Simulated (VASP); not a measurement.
# SiC (P6_3mc) in VASP: settings compared

Aim: see how the results for SiC move with the level of theory and the settings. Levels: PBE, r2SCAN. Tasks: single point.

All numbers are computed with VASP 6.6.1; they aren't measurements. Logs are shortened: lines on timing, memory, paths and dates and some standing lists are left out, and cuts for length are marked.

**1. The cell of the first run**

It takes space group P6_3mc (No. 186, hexagonal). Conventional cell: a = 3.198 Å, b = 3.198 Å, c = 5.017 Å, α = 90.00°, β = 90.00°, γ = 120.00°. Within 2.5 Å of Si (site symmetry 3m) lie 4 C at 1.90 to 1.94 Å. Within 2.5 Å of C (site symmetry 3m) lie 4 Si at 1.90 to 1.94 Å.

**2. Single point, PBE (epitaxial xy strain +4.0%)**

The input, INCAR:

```
PREC     = Accurate       # precision mode
ENCUT    = 520            # plane-wave cutoff, eV
EDIFF    = 1E-7           # SCF threshold, eV
ISMEAR   = -1             # smearing method
SIGMA    = 0.02           # smearing width, eV
LREAL    = F              # projectors in reciprocal space
LASPH    = T              # aspherical terms in the spheres
NELM     = 60             # most SCF steps
ALGO     = Normal         # electronic algorithm
ISIF     = 2              # what is computed and relaxed
LWAVE    = F              # write WAVECAR
LCHARG   = F              # write CHGCAR
GGA      = PE             # functional
NBANDS   = 16             # bands
```

The input, KPOINTS:

```
Automatic mesh
0
Gamma
  12 12 6
```

The input, POSCAR:

```
SiC
1.0
    3.1983704888      0.0000000000      0.0000000000
   -1.5991852444      2.7698700940      0.0000000000
    0.0000000000      0.0000000000      5.0174184257
Si C
2 2
Direct
    0.3333333333      0.6666666667     -0.0022074564
    0.6666666667      0.3333333333      0.4977925436
    0.3333333333      0.6666666667      0.3772074564
    0.6666666667      0.3333333333      0.8772074564
```

Potentials or basis: VASP PAW PBE potentials, release 64 (Si, C).

Run with:

```bash
$ cat potpaw_PBE.64/Si/POTCAR potpaw_PBE.64/C/POTCAR > POTCAR
$ mpirun -np 1 vasp_std > vasp.out
```

OUTCAR:

```text
PREC = Accurate
   ENCUT = 520
   EDIFF = 1E-7
   ISMEAR = -1
   LREAL = F
   LASPH = T
   NELM = 60
   ISIF = 2
   GGA = PE

 ion  position               nearest neighbor table
   1  0.333  0.667  0.998-   3 1.90   4 1.94   4 1.94   4 1.94   2 3.12   2 3.12   2 3.12   2 3.12
                             2 3.12   2 3.12
   2  0.667  0.333  0.498-   4 1.90   3 1.94   3 1.94   3 1.94   1 3.12   1 3.12   1 3.12   1 3.12
                             1 3.12   1 3.12
   3  0.333  0.667  0.377-   1 1.90   2 1.94   2 1.94   2 1.94
   4  0.667  0.333  0.877-   2 1.90   1 1.94   1 1.94   1 1.94

  LATTYP: Found a hexagonal cell.
 ALAT       =     3.1983704888
 C/A-ratio  =     1.5687420964

  Lattice vectors:

 A1 = (   3.1983704888,   0.0000000000,   0.0000000000)
 A2 = (  -1.5991852444,   2.7698700940,   0.0000000000)
 A3 = (   0.0000000000,   0.0000000000,   5.0174184257)

Analysis of symmetry for initial positions (statically):
=====================================================================
 Subroutine PRICEL returns:
 Original cell was already a primitive cell.

 Routine SETGRP: Setting up the symmetry group for a
 hexagonal supercell.

 Subroutine GETGRP returns: Found 12 space group operations
 (whereof  6 operations were pure point group operations)
 out of a pool of 24 trial point group operations.

The static configuration has the point symmetry C_3v.
 The point group associated with its full space group is C_6v.

Analysis of symmetry for dynamics (positions and initial velocities):
=====================================================================
 Subroutine PRICEL returns:
 Original cell was already a primitive cell.

 Routine SETGRP: Setting up the symmetry group for a
 hexagonal supercell.

 Subroutine GETGRP returns: Found 12 space group operations
 (whereof  6 operations were pure point group operations)
 out of a pool of 24 trial point group operations.

The dynamic configuration has the point symmetry C_3v.
 The point group associated with its full space group is C_6v.

 Subroutine INISYM returns: Found 12 space group operations
 (whereof  6 operations are pure point group operations),
 and found     1 'primitive' translations

----------------------------------------------------------------------------------------

                                     Primitive cell

  volume of cell :      44.4497

  direct lattice vectors                    reciprocal lattice vectors
     3.198370489  0.000000000  0.000000000     0.312659213  0.180513881  0.000000000
    -1.599185244  2.769870094  0.000000000     0.000000000  0.361027762  0.000000000
[... 94 lines left out ...]
   NFREE  =      0    steps in history (QN), initial steepest desc. (CG)
   ISIF   =      2    stress and relaxation
   ISYM   =      2    0-nonsym 1-usesym 2-fastsym
   POTIM  = 0.5000    time-step for ionic-motion
   TEBEG  =    0.0;   TEEND  =   0.0 temperature during run
   PSTRESS=    0.0 pullay stress
   NELECT =      16.0000    total number of electrons
   NUPDOWN=      -1.0000    fix difference up-down
   EMIN   =  10.00;   EMAX   =-10.00  energy-range for DOS
   EFERMI =   0.00;   METHOD = LEGACY
   ISMEAR =    -1;   SIGMA  =   0.02  broadening in eV -4-tet -1-fermi 0-gaus
   EFERMI_NEDOS =   21; number of points for ismear=-14 and -15
   IALGO  =     38    algorithm
   IMIX   =      4    mixing-type and parameters
     AMIX     =   0.40;   BMIX     =  1.00
     AMIX_MAG =   1.60;   BMIX_MAG =  1.00
  volume/ion in A,a.u.               =      11.11        74.99
  Fermi-wavevector in a.u.,A,eV,Ry     =   1.164551  2.200683 18.451949  1.356180
  Thomas-Fermi vector in A             =   2.301088
   LORBIT       =      0    0 simple, 1 ext, 2 COOP (PROOUT), +10 PAW based schemes
   GGA     = PE    functional components
   LHFCALC =     F    Hartree Fock is set to
   AEXX    =    0.0000 exact exchange contribution
   IVDW    =     0    specifies the selected vdW correction
   LEPSILON=     F    determine dielectric tensor
   LRPA    =     F    only Hartree local field effects (RPA)
 non-spin polarized calculation
  energy-cutoff  :      520.00
  volume of cell :       44.45
 maximum number of plane-waves:      1224
 NGX is ok and might be reduce to    24
   NGX = 11   NGY = 11   NGZ = 19

 number of electron      16.0000001 magnetization

 Free energy of the ion-electron system (eV)
  ---------------------------------------------------
  ext. energy  EPLUGINS =         0.00000000
  ---------------------------------------------------
  free energy    TOTEN  =       -29.94013068 eV

  energy without entropy =      -29.94013068  energy(sigma->0) =      -29.94013068

 E-fermi :   7.9513     XC(G=0): -11.0344

 val. band max:        7.5802791966   @ k =   0.0000   0.0000   0.0000
 cond. band min:       9.7830049138   @ k =   0.5000  -0.0000   0.0000
 fundamental gap:      2.2027257173
 Fermi energy:         7.9512823852

 k-point     1 :       0.0000    0.0000    0.0000
  band No.  band energies     occupation
      1      -7.5469      2.00000
      2      -3.9070      2.00000
      3      -0.7137      2.00000
      4       5.8972      2.00000
      5       5.8972      2.00000
      6       7.3918      2.00000
[... 433 lines left out ...]
      3       0.2676      2.00000
      4       2.1990      2.00000
      5       2.8499      2.00000
      6       4.5053      2.00000
[... 8 lines left out ...]
     15      18.3709      0.00000
     16      18.7269      0.00000

 [... further k-points ...]

------------------------ aborting loop because EDIFF is reached ----------------------------------------

  FORCE on cell =-STRESS in cart. coord.  units (eV):
  Direction    XX          YY          ZZ          XY          YZ          ZX
  --------------------------------------------------------------------------------------
  -------------------------------------------------------------------------------------
  Total       -4.8106883     -4.8106883      0.7727832      0.0000000      0.0000000      0.0000000
  in kB     -173.4000855   -173.4000855     27.8547825      0.0000000      0.0000000      0.0000000
  external PRESSURE =    -106.3151295 kB  Pullay stress =       0.0000000 kB

 VOLUME and BASIS-vectors are now :
 -----------------------------------------------------------------------------
  energy-cutoff  :      520.00
  volume of cell :       44.45
      direct lattice vectors                 reciprocal lattice vectors
     3.198370489  0.000000000  0.000000000     0.312659213  0.180513881  0.000000000
    -1.599185244  2.769870094  0.000000000     0.000000000  0.361027762  0.000000000
     0.000000000  0.000000000  5.017418426     0.000000000  0.000000000  0.199305682

 POSITION                                       TOTAL-FORCE (eV/Angst)
 -----------------------------------------------------------------------------------
     -0.00000      1.84658      5.00634        -0.000000     -0.000000     -0.048022
      1.59919      0.92329      2.49763         0.000000      0.000000     -0.048022
     -0.00000      1.84658      1.89261         0.000000      0.000000      0.048022
      1.59919      0.92329      4.40132        -0.000000      0.000000      0.048022
 -----------------------------------------------------------------------------------
    total drift:                                0.000000      0.000000     -0.000048

  FREE ENERGIE OF THE ION-ELECTRON SYSTEM (eV)
  ---------------------------------------------------
  free  energy   TOTEN  =       -29.9401306760 eV

  energy  without entropy=      -29.9401306760  energy(sigma->0) =      -29.94013068
```

It took 21 s on 1 thread of Intel Xeon 6975P-C (Granite Rapids), shared host; peak memory 0.17 GiB.

What came out:

```yaml
Free_energy: -29.9401 eV
Pressure: -10.6 GPa
Largest_force: 0.048 eV/Å
Band_gap_on_the_k_mesh: 2.20 eV (least direct gap 3.40 eV)
```

Forces in eV/Å, atoms in the order of the input:
```
Si   0.000  0.000 -0.048
Si   0.000  0.000 -0.048
C    0.000  0.000  0.048
C    0.000  0.000  0.048
```

Stress tensor (GPa, compression positive):
```
-17.34   0.00   0.00
  0.00 -17.34   0.00
  0.00   0.00   2.79
```

Levels at points of the mesh, in eV from the valence-band top:
```csv
k point,band 4,band 5,band 6,band 7,band 8,band 9,band 10,band 11,band 12,band 13
"(0.00, 0.00, 0.00)",-1.68,-1.68,-0.19,-0.19,0.00,3.40,5.53,5.80,5.80,7.58
"(0.50, 0.00, 0.00)",-6.01,-5.30,-3.52,-3.19,-1.25,2.20,4.32,6.21,6.64,9.96
"(0.00, 0.00, 0.50)",-4.06,-1.01,-1.01,-1.01,-1.01,4.66,4.66,6.55,6.55,6.55
"(0.50, 0.00, 0.50)",-8.08,-2.60,-2.60,-2.14,-2.14,3.08,3.08,5.04,5.04,9.88
```

Caveat: the cell differs from its parent crystal (epitaxial xy strain +4.0%); the cell stands under tension.

**3. Single point, r2SCAN (epitaxial xy strain -4.0%)**

The input, POSCAR:

```
SiC
1.0
    2.9523419896      0.0000000000      0.0000000000
   -1.4761709948      2.5568031637      0.0000000000
    0.0000000000      0.0000000000      5.0864421037
Si C
2 2
Direct
    0.3333333333      0.6666666667      0.0024403337
    0.6666666667      0.3333333333      0.5024403337
    0.3333333333      0.6666666667      0.3725596663
    0.6666666667      0.3333333333      0.8725596663
```

The input, INCAR.step1:

```
PREC = Accurate
ENCUT = 520
ISMEAR = 0
SIGMA = 0.01
LREAL = False
LASPH = True
NELM = 80
NBANDS = 16
GGA = PE
ALGO = Normal
EDIFF = 1E-4
LWAVE = True
LCHARG = False
```

The input, INCAR.step2:

```
PREC = Accurate
ENCUT = 520
EDIFF = 1E-7
ISMEAR = 0
SIGMA = 0.01
LREAL = False
LASPH = True
NELM = 80
ALGO = Normal
ISIF = 2
LWAVE = False
LCHARG = True
METAGGA = R2SCAN
LMIXTAU = True
LELF = True
LVHAR = True
NBANDS = 16
ISTART = 1
```

KPOINTS is that of step 2.

Potentials or basis: VASP PAW PBE potentials, release 64 (Si, C).

Run with:

```bash
$ cat potpaw_PBE.64/Si/POTCAR potpaw_PBE.64/C/POTCAR > POTCAR
$ cp INCAR.step1 INCAR
$ mpirun -np 1 vasp_std > vasp.out
$ cp INCAR.step2 INCAR
$ mpirun -np 1 vasp_std > vasp.out
```

Run time: 93 s. Hardware: 1 thread of Intel Xeon 6975P-C (Granite Rapids), shared host; peak memory 0.18 GiB.

The run converged. Its results:

| Item | Value |
| --- | --- |
| Free energy | -38.3555 eV |
| Pressure | 19.6 GPa |
| Largest force | 0.003 eV/Å |
| Band gap on the k mesh | 2.09 eV (least direct gap 5.03 eV) |

Forces on the atoms (eV/Å):
```
Si   0.000  0.000 -0.003
Si   0.000  0.000 -0.003
C    0.000  0.000  0.003
C    0.000  0.000  0.003
```

Stress tensor (GPa, compression positive):
```
29.57  0.00  0.00
 0.00 29.57  0.00
 0.00  0.00 -0.36
```

Levels at points of the mesh, in eV from the valence-band top:
```
           k point  band 5  band 6  band 7  band 8  band 9  band 10  band 11  band 12
(0.00, 0.00, 0.00)   -1.19   -0.72    0.00    0.00    6.19     6.73     7.97     7.97
(0.50, 0.00, 0.00)   -6.08   -3.82   -3.47   -1.42    3.61     4.16     7.89     8.00
(0.00, 0.00, 0.50)   -0.64   -0.64   -0.64   -0.64    7.59     7.59     8.59     8.59
(0.50, 0.00, 0.50)   -2.99   -2.99   -2.61   -2.61    3.48     3.48     5.92     5.92
```

Caveat: the cell differs from its parent crystal (epitaxial xy strain -4.0%); the cell stands under pressure; the PAW data sets were made with another functional, which shifts forces and pressure a little.
